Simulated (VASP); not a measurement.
# AgCl (R-3m) in VASP: a series of runs

Runs on AgCl. Level: PBE. Tasks: single point.

All numbers are computed with VASP 6.6.1; they aren't measurements. Logs are shortened: lines on timing, memory, paths and dates and some standing lists are left out, and cuts for length are marked.

### 1 The cell of the first run

The structure is trigonal, space group R-3m (No. 166). The conventional cell has a = 4.929 Å, b = 4.929 Å, c = 5.769 Å, α = 90.00°, β = 90.00°, γ = 120.00°. Within 3.8 Å of Ag (site symmetry -3m) lie 8 Cl at 2.88 to 3.00 Å and 6 Ag at 3.43 Å. Within 3.8 Å of Cl (site symmetry -3m) lie 8 Ag at 2.88 to 3.00 Å and 6 Cl at 3.43 Å.

### 2 Single point, PBE (equal xy, yz and zx shear strains of -3 %)

File INCAR:

```
SYSTEM = AgCl
PREC = Accurate
ENCUT = 520
EDIFF = 1E-6
ISMEAR = -1
SIGMA = 0.01
LREAL = .False.
LASPH = .True.
NELM = 100
ALGO = Normal
ISIF = 2
LWAVE = .False.
LCHARG = .True.
GGA = PE
LELF = .True.
LVHAR = .True.
NBANDS = 16
```

File KPOINTS:

```
regular mesh
0
Gamma
  9 9 9
  0 0 0
```

File POSCAR:

```
AgCl
1.0
    3.4339730000     -0.0515095950     -0.0515095950
   -0.0515095950      3.4339730000     -0.0515095950
   -0.0515095950     -0.0515095950      3.4339730000
Ag Cl
1 1
Direct
    0.0000000000      0.0000000000      0.0000000000
    0.5000000000      0.5000000000      0.5000000000
```

Potentials or basis: VASP PAW PBE potentials, release 64 (Ag, Cl).

The run is started by

```sh
$ cat potpaw_PBE.64/Ag/POTCAR potpaw_PBE.64/Cl/POTCAR > POTCAR
$ mpirun -np 1 vasp_std > vasp.out
```

OUTCAR:

```text
SYSTEM = AgCl
   PREC = Accurate
   ENCUT = 520
   EDIFF = 1E-6
   ISMEAR = -1
   LREAL = .False.
   LASPH = .True.
   NELM = 100
   ISIF = 2
   GGA = PE

 ion  position               nearest neighbor table
   1  0.000  0.000  0.000-   2 2.88   2 2.88   2 3.00   2 3.00   2 3.00   2 3.00   2 3.00   2 3.00

   2  0.500  0.500  0.500-   1 2.88   1 2.88   1 3.00   1 3.00   1 3.00   1 3.00   1 3.00   1 3.00

  LATTYP: Found a trigonal (rhomboedric) cell.
 ALAT       =     3.4347455570
 COS(alpha) =    -0.0297616073

  Lattice vectors:

 A1 = (   3.4339730000,  -0.0515095950,  -0.0515095950)
 A2 = (  -0.0515095950,   3.4339730000,  -0.0515095950)
 A3 = (  -0.0515095950,  -0.0515095950,   3.4339730000)

Analysis of symmetry for initial positions (statically):
=====================================================================
 Subroutine PRICEL returns:
 Original cell was already a primitive cell.

 Routine SETGRP: Setting up the symmetry group for a
 trigonal (rhombohedral) supercell.

 Subroutine GETGRP returns: Found 12 space group operations
 (whereof 12 operations were pure point group operations)
 out of a pool of 12 trial point group operations.

The static configuration has the point symmetry D_3d.

Analysis of symmetry for dynamics (positions and initial velocities):
=====================================================================
 Subroutine PRICEL returns:
 Original cell was already a primitive cell.

 Routine SETGRP: Setting up the symmetry group for a
 trigonal (rhombohedral) supercell.

 Subroutine GETGRP returns: Found 12 space group operations
 (whereof 12 operations were pure point group operations)
 out of a pool of 12 trial point group operations.

The dynamic configuration has the point symmetry D_3d.

 Subroutine INISYM returns: Found 12 space group operations
 (whereof 12 operations are pure point group operations),
 and found     1 'primitive' translations

----------------------------------------------------------------------------------------

                                     Primitive cell

  volume of cell :      40.4664

  direct lattice vectors                    reciprocal lattice vectors
     3.433973000 -0.051509595 -0.051509595     0.291340981  0.004436665  0.004436665
    -0.051509595  3.433973000 -0.051509595     0.004436665  0.291340981  0.004436665
[... 78 lines left out ...]
   ICHARG =      2    charge: 1-file 2-atom 10-const
   ISPIN  =      1    spin polarized calculation?
   LNONCOLLINEAR =      F non collinear calculations
   LSORBIT =      F    spin-orbit coupling
   LASPH  =      T    aspherical Exc in radial PAW
   ENCUT  =  520.0 eV  38.22 Ry    6.18 a.u.   6.39  6.39  6.39*2*pi/ulx,y,z
   NELM   =    100;   NELMIN=  2; NELMDL= -5     # of ELM steps
   EDIFF  = 0.1E-05   stopping-criterion for ELM
   LREAL  =      F    real-space projection
   EDIFFG = 0.1E-04   stopping-criterion for IOM
   NSW    =      0    number of steps for IOM
   IBRION =     -1    ionic relax: 0-MD 1-quasi-New 2-CG
   NFREE  =      0    steps in history (QN), initial steepest desc. (CG)
   ISIF   =      2    stress and relaxation
   ISYM   =      2    0-nonsym 1-usesym 2-fastsym
   POTIM  = 0.5000    time-step for ionic-motion
   TEBEG  =    0.0;   TEEND  =   0.0 temperature during run
   PSTRESS=    0.0 pullay stress
   NELECT =      18.0000    total number of electrons
   NUPDOWN=      -1.0000    fix difference up-down
   EMIN   =  10.00;   EMAX   =-10.00  energy-range for DOS
   EFERMI =   0.00;   METHOD = LEGACY
   ISMEAR =    -1;   SIGMA  =   0.01  broadening in eV -4-tet -1-fermi 0-gaus
   EFERMI_NEDOS =   21; number of points for ismear=-14 and -15
   IALGO  =     38    algorithm
   IMIX   =      4    mixing-type and parameters
     AMIX     =   0.40;   BMIX     =  1.00
     AMIX_MAG =   1.60;   BMIX_MAG =  1.00
  volume/ion in A,a.u.               =      20.23       136.54
  Fermi-wavevector in a.u.,A,eV,Ry     =   1.249686  2.361564 21.248419  1.561715
  Thomas-Fermi vector in A             =   2.383715
   LORBIT       =      0    0 simple, 1 ext, 2 COOP (PROOUT), +10 PAW based schemes
   GGA     = PE    functional components
   LHFCALC =     F    Hartree Fock is set to
   AEXX    =    0.0000 exact exchange contribution
   IVDW    =     0    specifies the selected vdW correction
   LEPSILON=     F    determine dielectric tensor
   LRPA    =     F    only Hartree local field effects (RPA)
 non-spin polarized calculation
  energy-cutoff  :      520.00
  volume of cell :       40.47
 maximum number of plane-waves:      1105
 NGX is ok and might be reduce to    28
   NGX = 13   NGY = 13   NGZ = 13

 number of electron      18.0000002 magnetization

 Free energy of the ion-electron system (eV)
  ---------------------------------------------------
  ext. energy  EPLUGINS =         0.00000000
  ---------------------------------------------------
  free energy    TOTEN  =        -5.12641528 eV

  energy without entropy =       -5.12641528  energy(sigma->0) =       -5.12641528

 E-fermi :   4.1582     XC(G=0): -10.3867

 val. band max:        3.9536304664   @ k =   0.4444  -0.0000  -0.0000
 cond. band min:       4.4812846097   @ k =   0.0000   0.0000   0.0000
 fundamental gap:      0.5276541433
 Fermi energy:         4.1582006267

 k-point     1 :       0.0000    0.0000    0.0000
  band No.  band energies     occupation
      1     -10.6857      2.00000
      2       1.1780      2.00000
      3       1.1780      2.00000
      4       2.0763      2.00000
      5       2.1262      2.00000
      6       2.1262      2.00000
[... 433 lines left out ...]
      3       0.3153      2.00000
      4       1.4537      2.00000
      5       1.7461      2.00000
      6       1.8425      2.00000
[... 8 lines left out ...]
     15      17.5644      0.00000
     16      19.9103      0.00000

 [... further k-points ...]
[... 5 lines left out ...]
  --------------------------------------------------------------------------------------
  -------------------------------------------------------------------------------------
  Total       -0.0388566     -0.0388566     -0.0388566     -0.0893350     -0.0893350     -0.0893350
  in kB       -1.5384422     -1.5384422     -1.5384422     -3.5370214     -3.5370214     -3.5370214
  external PRESSURE =      -1.5384422 kB  Pullay stress =       0.0000000 kB

 VOLUME and BASIS-vectors are now :
 -----------------------------------------------------------------------------
  energy-cutoff  :      520.00
  volume of cell :       40.47
      direct lattice vectors                 reciprocal lattice vectors
     3.433973000 -0.051509595 -0.051509595     0.291340981  0.004436665  0.004436665
    -0.051509595  3.433973000 -0.051509595     0.004436665  0.291340981  0.004436665
    -0.051509595 -0.051509595  3.433973000     0.004436665  0.004436665  0.291340981

 POSITION                                       TOTAL-FORCE (eV/Angst)
 -----------------------------------------------------------------------------------
      0.00000      0.00000      0.00000        -0.000000      0.000000     -0.000000
      1.66548      1.66548      1.66548         0.000000     -0.000000      0.000000
 -----------------------------------------------------------------------------------
    total drift:                               -0.000000      0.000000      0.000000

  FREE ENERGIE OF THE ION-ELECTRON SYSTEM (eV)
  ---------------------------------------------------
  free  energy   TOTEN  =        -5.1264152786 eV

  energy  without entropy=       -5.1264152786  energy(sigma->0) =       -5.12641528
```

Run time: 29 s. Hardware: 1 thread of Intel Xeon Platinum 8488C (Sapphire Rapids), shared host; peak memory 0.19 GiB.

What came out:

* Free energy: -5.1264 eV
* Pressure: -0.2 GPa
* Band gap on the k mesh: 0.53 eV (least direct gap 2.03 eV)

Levels at points of the mesh, in eV from the valence-band top:
| k point | band 7 | band 8 | band 9 | band 10 | band 11 | band 12 |
| --- | --- | --- | --- | --- | --- | --- |
| (0.00, 0.00, 0.00) | -1.71 | -1.50 | -1.50 | 0.53 | 9.39 | 9.39 |

Caveat: the cell differs from its parent crystal (equal xy, yz and zx shear strains of -3 %); semilocal functionals underestimate gaps, and a narrow one can read as zero.

### 3 Single point, PBE (equal xy, yz and zx shear strains of -1 %)

File INCAR:

```
SYSTEM = AgCl
PREC = Accurate
ENCUT = 520
EDIFF = 1E-7
ISMEAR = -1
SIGMA = 0.01
LREAL = .FALSE.
LASPH = .TRUE.
NELM = 100
ALGO = Normal
ISIF = 2
LWAVE = .FALSE.
LCHARG = .FALSE.
GGA = PE
NBANDS = 16
```

File KPOINTS:

```
Automatic mesh
0
G
  9 9 9
  0 0 0
```

File POSCAR:

```
AgCl
1.0
    3.4339730000     -0.0171698650     -0.0171698650
   -0.0171698650      3.4339730000     -0.0171698650
   -0.0171698650     -0.0171698650      3.4339730000
Ag Cl
1 1
Direct
    0.0000000000      0.0000000000      0.0000000000
    0.5000000000      0.5000000000      0.5000000000
```

Potentials or basis: VASP PAW PBE potentials, release 64 (Ag, Cl).

The run is started by

```sh
$ cat potpaw_PBE.64/Ag/POTCAR potpaw_PBE.64/Cl/POTCAR > POTCAR
$ mpirun -np 1 vasp_std > vasp.out
```

It took 30 s on 1 thread of Intel Xeon Platinum 8488C (Sapphire Rapids), shared host; peak memory 0.19 GiB.

It converged, with:

```yaml
Free_energy: -5.1227 eV
Pressure: -0.3 GPa
Band_gap_on_the_k_mesh: 0.58 eV (least direct gap 2.06 eV)
```

Stress tensor (GPa, compression positive):
```
-0.25 -0.12 -0.12
-0.12 -0.25 -0.12
-0.12 -0.12 -0.25
```

Levels at points of the mesh, in eV from the valence-band top:
```
           k point  band 6  band 7  band 8  band 9  band 10  band 11  band 12  band 13
(0.00, 0.00, 0.00)   -1.77   -1.54   -1.48   -1.48     0.58     9.44     9.44    13.59
```

Caveat: the cell differs from its parent crystal (equal xy, yz and zx shear strains of -1 %); semilocal functionals underestimate gaps, and a narrow one can read as zero.

### 4 Single point, PBE (equal xy, yz and zx shear strains of +2 %)

File INCAR:

```
PREC = Accurate
ENCUT = 520
EDIFF = 1E-7
ISMEAR = -1
SIGMA = 0.01
LREAL = False
LASPH = True
NELM = 80
ALGO = Normal
ISIF = 2
LWAVE = False
LCHARG = False
GGA = PE
NBANDS = 16
```

File KPOINTS:

```
regular mesh
0
Gamma
  9 9 9
```

File POSCAR:

```
AgCl
1.0
    3.4339730000      0.0343397300      0.0343397300
    0.0343397300      3.4339730000      0.0343397300
    0.0343397300      0.0343397300      3.4339730000
Ag Cl
1 1
Direct
    0.0000000000      0.0000000000      0.0000000000
    0.5000000000      0.5000000000      0.5000000000
```

The run is started by

```sh
$ cat potpaw_PBE.64/Ag/POTCAR potpaw_PBE.64/Cl/POTCAR > POTCAR
$ mpirun -np 1 vasp_std > vasp.out
```

Run time: 31 s. Hardware: 1 thread of Intel Xeon Platinum 8488C (Sapphire Rapids), shared host; peak memory 0.19 GiB.

Results (log left out):

- Free energy: -5.1241 eV
- Pressure: -0.2 GPa
- Band gap on the k mesh: 0.56 eV (least direct gap 2.00 eV)

Stress tensor (GPa, compression positive):
```
-0.22  0.24  0.24
 0.24 -0.22  0.24
 0.24  0.24 -0.22
```

Levels at points of the mesh, in eV from the valence-band top:
```tsv
k point	band 5	band 6	band 7	band 8	band 9	band 10	band 11	band 12	band 13	band 14
(0.00, 0.00, 0.00)	-1.81	-1.79	-1.57	-1.57	-1.44	0.56	9.42	9.42	13.38	13.76
```

Caveat: the cell differs from its parent crystal (equal xy, yz and zx shear strains of +2 %); semilocal functionals underestimate gaps, and a narrow one can read as zero.

### 5 Single point, PBE (equal xy, yz and zx shear strains of -2 %)

File INCAR:

```
PREC = Accurate
ENCUT = 520
EDIFF = 1E-6
ISMEAR = -1
SIGMA = 0.01
LREAL = F
LASPH = T
NELM = 100
ALGO = Normal
ISIF = 2
LWAVE = F
LCHARG = F
GGA = PE
NBANDS = 16
```

File KPOINTS:

```
Automatic mesh
0
Gamma
  9 9 9
```

File POSCAR:

```
AgCl
1.0
    3.4339730000     -0.0343397300     -0.0343397300
   -0.0343397300      3.4339730000     -0.0343397300
   -0.0343397300     -0.0343397300      3.4339730000
Ag Cl
1 1
Direct
    0.0000000000      0.0000000000      0.0000000000
    0.5000000000      0.5000000000      0.5000000000
```

The run is started by

```sh
$ cat potpaw_PBE.64/Ag/POTCAR potpaw_PBE.64/Cl/POTCAR > POTCAR
$ mpirun -np 1 vasp_std > vasp.out
```

Run time: 28 s. Hardware: 1 thread of Intel Xeon Platinum 8488C (Sapphire Rapids), shared host; peak memory 0.19 GiB.

It converged, with:

```
Free energy            : -5.1241 eV
Pressure               : -0.2 GPa
Band gap on the k mesh : 0.55 eV (least direct gap 2.04 eV)
```

Stress tensor (GPa, compression positive):
```
-0.21 -0.24 -0.24
-0.24 -0.21 -0.24
-0.24 -0.24 -0.21
```

Levels at points of the mesh, in eV from the valence-band top:
```
           k point  band 6  band 7  band 8  band 9  band 10  band 11  band 12  band 13
(0.00, 0.00, 0.00)   -1.80   -1.62   -1.49   -1.49     0.55     9.41     9.41    13.49
```

Caveat: the cell differs from its parent crystal (equal xy, yz and zx shear strains of -2 %); semilocal functionals underestimate gaps, and a narrow one can read as zero.

### 6 Summary

| cell | gap on the mesh (eV) | pressure (GPa) |
| --- | --- | --- |
| a = 3.435 Å, angles 91.7°, 2 atoms | 0.53 | -0.2 |
| a = 3.434 Å, angles 90.6°, 2 atoms | 0.58 | -0.3 |
| a = 3.434 Å, angles 88.8°, 2 atoms | 0.56 | -0.2 |
| a = 3.434 Å, angles 91.1°, 2 atoms | 0.55 | -0.2 |

Alike in all rows: task single point; level PBE; potentials or basis VASP PAW PBE potentials, release 64 (Ag, Cl); no spin polarisation; k mesh 9 × 9 × 9; cutoff (eV) 520; smearing fermi-dirac 0.01 eV.

Caveats: semilocal functionals underestimate gaps, and a narrow one can read as zero.

Absolute energies hang on the potentials; compare differences alone.
